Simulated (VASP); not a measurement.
# Mo (I4/mmm) in VASP: notebook

The runs below take Mo through single point, with PBE.

Everything below comes from runs of VASP 6.6.1. Logs are shortened: lines on timing, memory, paths and dates and some standing lists are left out, and cuts for length are marked.

## Step 1: The cell of the first run

It takes space group I4/mmm (No. 139, tetragonal). The conventional cell has a = 3.192 Å, b = 3.192 Å, c = 3.034 Å, α = 90.00°, β = 90.00°, γ = 90.00°. Mo (site symmetry 4/mmm) has 14 Mo at 2.72 to 3.19 Å within 3.6 Å.

## Step 2: Single point, PBE (uniaxial strain along c: -4.0 %)

Input file INCAR:

```
PREC = Accurate ; ENCUT = 520
EDIFF = 1E-7 ; ISMEAR = 0
SIGMA = 0.1 ; LREAL = F
LASPH = T ; NELM = 100
ALGO = Fast ; ISIF = 2
LWAVE = F ; LCHARG = T
GGA = PE ; LELF = T
LVHAR = T ; NBANDS = 21
```

Input file KPOINTS:

```
Automatic mesh
0
Gamma
  16 16 16
```

Input file POSCAR:

```
Mo
1.0
    3.1922082075      0.0000000000      0.0000000000
    0.0000000000      3.1922082075      0.0000000000
    0.0000000000      0.0000000000      3.0341780982
Mo
2
Direct
    0.0000000000      0.0000000000      0.0000000000
    0.5000000000      0.5000000000      0.5000000000
```

Potentials or basis: VASP PAW PBE potentials, release 64 (Mo_sv).

Run with:

```sh
cat potpaw_PBE.64/Mo_sv/POTCAR > POTCAR
mpirun -np 1 vasp_std > vasp.out
```

OUTCAR:

```text
PREC = Accurate
   ENCUT = 520
   EDIFF = 1E-7
   ISMEAR = 0
   LREAL = F
   LASPH = T
   NELM = 100
   ISIF = 2
   GGA = PE

 ion  position               nearest neighbor table
   1  0.000  0.000  0.000-   2 2.72   2 2.72   2 2.72   2 2.72   2 2.72   2 2.72   2 2.72   2 2.72

   2  0.500  0.500  0.500-   1 2.72   1 2.72   1 2.72   1 2.72   1 2.72   1 2.72   1 2.72   1 2.72

  LATTYP: Found a simple tetragonal cell.
 ALAT       =     3.1922082075
 C/A-ratio  =     0.9504950495

  Lattice vectors:

 A1 = (   3.1922082075,   0.0000000000,   0.0000000000)
 A2 = (   0.0000000000,   3.1922082075,   0.0000000000)
 A3 = (   0.0000000000,   0.0000000000,   3.0341780982)

Analysis of symmetry for initial positions (statically):
=====================================================================
 Subroutine PRICEL returns following result:

  LATTYP: Found a body centered tetragonal cell.
 ALAT       =     3.1922082075
 C/A-ratio  =     0.9504950495

  Lattice vectors:

 A1 = (  -1.5961041037,  -1.5961041037,  -1.5170890491)
 A2 = (   1.5961041037,   1.5961041037,  -1.5170890491)
 A3 = (   1.5961041037,  -1.5961041037,   1.5170890491)

   2 primitive cells build up your supercell.

 Routine SETGRP: Setting up the symmetry group for a
 simple tetragonal supercell.

 Subroutine GETGRP returns: Found 16 space group operations
 (whereof 16 operations were pure point group operations)
 out of a pool of 16 trial point group operations.

The static configuration has the point symmetry D_4h.

Analysis of symmetry for dynamics (positions and initial velocities):
=====================================================================
 Subroutine PRICEL returns following result:

  LATTYP: Found a body centered tetragonal cell.
 ALAT       =     3.1922082075
 C/A-ratio  =     0.9504950495

  Lattice vectors:

 A1 = (  -1.5961041037,  -1.5961041037,  -1.5170890491)
 A2 = (   1.5961041037,   1.5961041037,  -1.5170890491)
 A3 = (   1.5961041037,  -1.5961041037,   1.5170890491)

   2 primitive cells build up your supercell.

 Routine SETGRP: Setting up the symmetry group for a
 simple tetragonal supercell.

 Subroutine GETGRP returns: Found 16 space group operations
 (whereof 16 operations were pure point group operations)
 out of a pool of 16 trial point group operations.

The dynamic configuration has the point symmetry D_4h.

 Subroutine INISYM returns: Found 16 space group operations
 (whereof 16 operations are pure point group operations),
 and found     2 'primitive' translations

----------------------------------------------------------------------------------------

                                     Primitive cell

  volume of cell :      15.4594

  direct lattice vectors                    reciprocal lattice vectors
    -1.596104104 -1.596104104 -1.517089049     0.000000000 -0.313262775 -0.329578544
     1.596104104  1.596104104 -1.517089049     0.313262775  0.000000000 -0.329578544
     1.596104104 -1.596104104  1.517089049     0.313262775 -0.313262775  0.000000000

  length of vectors
     2.719679357  2.719679357  2.719679357     0.454703841  0.454703841  0.443020464

  position of ions in fractional coordinates (direct lattice)
     0.000000000  0.000000000  0.000000000

  ion indices of the primitive-cell ions
   primitive index   ion index
                 1           1

----------------------------------------------------------------------------------------

 KPOINTS: Automatic mesh

Automatic generation of k-mesh.
 Grid dimensions read from file:
 generate k-points for:   16   16   16

 Generating k-lattice:

  Cartesian coordinates                     Fractional coordinates (reciprocal lattice)
     0.019578923  0.000000000  0.000000000     0.062500000  0.000000000  0.000000000
     0.000000000  0.019578923  0.000000000     0.000000000  0.062500000  0.000000000
     0.000000000  0.000000000  0.020598659     0.000000000  0.000000000  0.062500000

  Length of vectors
     0.019578923  0.019578923  0.020598659

  Shift w.r.t. Gamma in fractional coordinates (k-lattice)
     0.000000000  0.000000000  0.000000000

 Subroutine IBZKPT returns following result:
 ===========================================

 Found    405 irreducible k-points:

 Following reciprocal coordinates:
            Coordinates               Weight
  0.000000  0.000000  0.000000      1.000000
  0.062500  0.000000  0.000000      4.000000
  0.125000  0.000000  0.000000      4.000000
  0.187500  0.000000  0.000000      4.000000
  0.250000  0.000000  0.000000      4.000000
  0.312500  0.000000  0.000000      4.000000
[... 16 lines left out ...]
  0.437500  0.125000  0.000000      8.000000
  0.500000  0.125000  0.000000      4.000000
 [... further k-points ...]
   k-points           NKPTS =    405   k-points in BZ     NKDIM =    405   number of bands    NBANDS=     21
   number of dos      NEDOS =    301   number of ions     NIONS =      2
   total plane-waves  NPLWV =  13824
   dimension x,y,z NGX =    24 NGY =   24 NGZ =   24
   dimension x,y,z NGXF=    48 NGYF=   48 NGZF=   48
   ions per type =               2
   NGX,Y,Z   is equivalent  to a cutoff of  12.50, 12.50, 13.15 a.u.
   NGXF,Y,Z  is equivalent  to a cutoff of  25.00, 25.00, 26.30 a.u.
 SYSTEM =  unknown system
   PREC   = accura    normal or accurate (medium, high low for compatibility)
   ISTART =      0    job   : 0-new  1-cont  2-samecut
   ICHARG =      2    charge: 1-file 2-atom 10-const
   ISPIN  =      1    spin polarized calculation?
   LNONCOLLINEAR =      F non collinear calculations
   LSORBIT =      F    spin-orbit coupling
   LASPH  =      T    aspherical Exc in radial PAW
   ENCUT  =  520.0 eV  38.22 Ry    6.18 a.u.   5.94  5.94  5.64*2*pi/ulx,y,z
   NELM   =    100;   NELMIN=  2; NELMDL= -5     # of ELM steps
   EDIFF  = 0.1E-06   stopping-criterion for ELM
   LREAL  =      F    real-space projection
   EDIFFG = 0.1E-05   stopping-criterion for IOM
   NSW    =      0    number of steps for IOM
   IBRION =     -1    ionic relax: 0-MD 1-quasi-New 2-CG
   NFREE  =      0    steps in history (QN), initial steepest desc. (CG)
   ISIF   =      2    stress and relaxation
   ISYM   =      2    0-nonsym 1-usesym 2-fastsym
   POTIM  = 0.5000    time-step for ionic-motion
   TEBEG  =    0.0;   TEEND  =   0.0 temperature during run
   PSTRESS=    0.0 pullay stress
   NELECT =      28.0000    total number of electrons
   NUPDOWN=      -1.0000    fix difference up-down
   EMIN   =  10.00;   EMAX   =-10.00  energy-range for DOS
   EFERMI =   0.00;   METHOD = LEGACY
   ISMEAR =     0;   SIGMA  =   0.10  broadening in eV -4-tet -1-fermi 0-gaus
   EFERMI_NEDOS =   21; number of points for ismear=-14 and -15
   IALGO  =     68    algorithm
   IMIX   =      4    mixing-type and parameters
     AMIX     =   0.40;   BMIX     =  1.00
     AMIX_MAG =   1.60;   BMIX_MAG =  1.00
  volume/ion in A,a.u.               =      15.46       104.33
  Fermi-wavevector in a.u.,A,eV,Ry     =   1.583871  2.993081 34.132199  2.508646
  Thomas-Fermi vector in A             =   2.683575
   LORBIT       =      0    0 simple, 1 ext, 2 COOP (PROOUT), +10 PAW based schemes
   GGA     = PE    functional components
   LHFCALC =     F    Hartree Fock is set to
   AEXX    =    0.0000 exact exchange contribution
   IVDW    =     0    specifies the selected vdW correction
   LEPSILON=     F    determine dielectric tensor
   LRPA    =     F    only Hartree local field effects (RPA)
 non-spin polarized calculation
 RMM-DIIS sequential band-by-band and
 Gauss-broadening in eV      SIGMA  =   0.10
  energy-cutoff  :      520.00
  volume of cell :       30.92
 maximum number of plane-waves:       856
 NGX is ok and might be reduce to    24
   NGX = 11   NGY = 11   NGZ = 11

 number of electron      28.0000004 magnetization

 Free energy of the ion-electron system (eV)
  ---------------------------------------------------
  ext. energy  EPLUGINS =         0.00000000
  ---------------------------------------------------
  free energy    TOTEN  =       -21.80559976 eV

  energy without entropy =      -21.79914464  energy(sigma->0) =      -21.80237220

 E-fermi :  12.7908     XC(G=0): -13.4525

 val. band max:       12.7845673898   @ k =   0.3125   0.3125   0.0000
 cond. band min:      12.7911989162   @ k =   0.2500   0.0000   0.1250
 fundamental gap:      0.0066315265
 Fermi energy:        12.7908226246

 k-point     1 :       0.0000    0.0000    0.0000
  band No.  band energies     occupation
      1     -48.5072      2.00000
      2     -48.0391      2.00000
      3     -22.7956      2.00000
      4     -22.7956      2.00000
      5     -22.6314      2.00000
      6     -21.7557      2.00000
[... 13 lines left out ...]
     20      21.4840      0.00000
     21      21.4840      0.00000

 k-point     2 :       0.0625    0.0000    0.0000
  band No.  band energies     occupation
      1     -48.5022      2.00000
      2     -48.0430      2.00000
      3     -22.7945      2.00000
      4     -22.7855      2.00000
      5     -22.6226      2.00000
      6     -21.7754      2.00000
[... 13 lines left out ...]
     20      21.2477      0.00000
     21      21.8604      0.00000

 k-point     3 :       0.1250    0.0000    0.0000
  band No.  band energies     occupation
      1     -48.4874      2.00000
      2     -48.0547      2.00000
      3     -22.7903      2.00000
      4     -22.7557      2.00000
      5     -22.5963      2.00000
      6     -21.8323      2.00000
[... 13 lines left out ...]
     20      20.6145      0.00000
     21      22.7951      0.00000

 k-point     4 :       0.1875    0.0000    0.0000
  band No.  band energies     occupation
      1     -48.4636      2.00000
      2     -48.0740      2.00000
      3     -22.7802      2.00000
      4     -22.7073      2.00000
      5     -22.5538      2.00000
      6     -21.9208      2.00000
[... 13 lines left out ...]
     20      19.7424      0.00000
     21      24.0245      0.00000

 k-point     5 :       0.2500    0.0000    0.0000
  band No.  band energies     occupation
      1     -48.4319      2.00000
      2     -48.1003      2.00000
      3     -22.7605      2.00000
      4     -22.6422      2.00000
      5     -22.4967      2.00000
      6     -22.0324      2.00000
[... 13 lines left out ...]
     20      18.7783      0.00000
     21      25.4109      0.00000

 k-point     6 :       0.3125    0.0000    0.0000
  band No.  band energies     occupation
      1     -48.3937      2.00000
      2     -48.1331      2.00000
      3     -22.7270      2.00000
      4     -22.5629      2.00000
      5     -22.4273      2.00000
      6     -22.1570      2.00000
[... 13 lines left out ...]
     20      17.8357      0.00000
     21      26.8805      0.00000

 k-point     7 :       0.3750    0.0000    0.0000
  band No.  band energies     occupation
      1     -48.3510      2.00000
      2     -48.1713      2.00000
      3     -22.6761      2.00000
      4     -22.4725      2.00000
      5     -22.3484      2.00000
      6     -22.2846      2.00000
[... 13 lines left out ...]
     20      17.0064      0.00000
     21      28.3885      0.00000
[... 291 lines left out ...]
      1     -48.4169      2.00000
      2     -48.1104      2.00000
      3     -22.8886      2.00000
      4     -22.4871      2.00000
      5     -22.4704      2.00000
      6     -22.2258      2.00000
[... 13 lines left out ...]
     20      19.5361      0.00000
     21      24.3402      0.00000

 k-point    21 :       0.3125    0.1250    0.0000
  band No.  band energies     occupation
      1     -48.3813      2.00000
      2     -48.1404      2.00000
      3     -22.8772      2.00000
      4     -22.4057      2.00000
      5     -22.3957      2.00000
      6     -22.3590      2.00000
[... 13 lines left out ...]
     20      18.4778      0.00000
     21      25.4997      0.00000

 k-point    22 :       0.3750    0.1250    0.0000
  band No.  band energies     occupation
      1     -48.3415      2.00000
      2     -48.1754      2.00000
      3     -22.8442      2.00000
      4     -22.4887      2.00000
      5     -22.3323      2.00000
      6     -22.2992      2.00000
[... 13 lines left out ...]
     20      17.4864      0.00000
     21      26.4398      0.00000

 k-point    23 :       0.4375    0.1250    0.0000
  band No.  band energies     occupation
      1     -48.2992      2.00000
      2     -48.2145      2.00000
      3     -22.7879      2.00000
      4     -22.6071      2.00000
      5     -22.2532      2.00000
      6     -22.2004      2.00000
[... 13 lines left out ...]
     20      16.6460      0.00000
     21      26.9472      0.00000

 k-point    24 :       0.5000    0.1250    0.0000
  band No.  band energies     occupation
      1     -48.2563      2.00000
      2     -48.2563      2.00000
      3     -22.7083      2.00000
      4     -22.7083      2.00000
      5     -22.1715      2.00000
      6     -22.1715      2.00000
[... 13 lines left out ...]
     20      16.0205      0.00000
     21      27.1681      0.00000

 [... further k-points ...]
[... 5 lines left out ...]
  --------------------------------------------------------------------------------------
  -------------------------------------------------------------------------------------
  Total        0.2529360      0.2529360      3.3509314      0.0000000      0.0000000      0.0000000
  in kB       13.1068298     13.1068298    173.6411388      0.0000000      0.0000000      0.0000000
  external PRESSURE =      66.6182661 kB  Pullay stress =       0.0000000 kB

 VOLUME and BASIS-vectors are now :
 -----------------------------------------------------------------------------
  energy-cutoff  :      520.00
  volume of cell :       30.92
      direct lattice vectors                 reciprocal lattice vectors
     3.192208207  0.000000000  0.000000000     0.313262775  0.000000000  0.000000000
     0.000000000  3.192208207  0.000000000     0.000000000  0.313262775  0.000000000
     0.000000000  0.000000000  3.034178098     0.000000000  0.000000000  0.329578544

 POSITION                                       TOTAL-FORCE (eV/Angst)
 -----------------------------------------------------------------------------------
      0.00000      0.00000      0.00000         0.000000     -0.000000     -0.000000
      1.59610      1.59610      1.51709        -0.000000      0.000000      0.000000
 -----------------------------------------------------------------------------------
    total drift:                                0.000000      0.000000     -0.000000

  FREE ENERGIE OF THE ION-ELECTRON SYSTEM (eV)
  ---------------------------------------------------
  free  energy   TOTEN  =       -21.8055997575 eV

  energy  without entropy=      -21.7991446371  energy(sigma->0) =      -21.80237220
```

It took 2.1 min on 1 thread of Intel Xeon 6975P-C (Granite Rapids), shared host; peak memory 0.3 GiB.

Results:

```yaml
Free_energy: -21.8056 eV
Pressure: 6.7 GPa
Band_gap_on_the_k_mesh: zero (bands 14 and 15 overlap by 2.63 eV)
```

Stress tensor (GPa, compression positive):
```
 1.31  0.00  0.00
 0.00  1.31  0.00
 0.00  0.00 17.36
```

Levels at points of the mesh, in eV from the Fermi level:
```tsv
k point	band 12	band 13	band 14	band 15	band 16	band 17
(0.00, 0.00, 0.00)	-1.79	-1.17	-1.17	1.24	2.03	3.97
(0.50, 0.00, 0.00)	-2.81	-0.74	-0.74	-0.31	-0.31	0.98
(0.50, 0.50, 0.00)	-3.03	1.18	1.18	1.38	1.38	2.09
(0.00, 0.00, 0.50)	-2.61	-0.89	-0.89	-0.89	-0.89	0.68
(0.50, 0.00, 0.50)	-3.67	1.74	1.74	1.80	1.80	2.68
(0.50, 0.50, 0.50)	-2.78	-2.46	-2.46	2.27	2.27	2.65
```

Caveat: the cell differs from its parent crystal (uniaxial strain along c: -4.0 %); the cell stands under pressure.

(Part 1 of 2 ends here.)
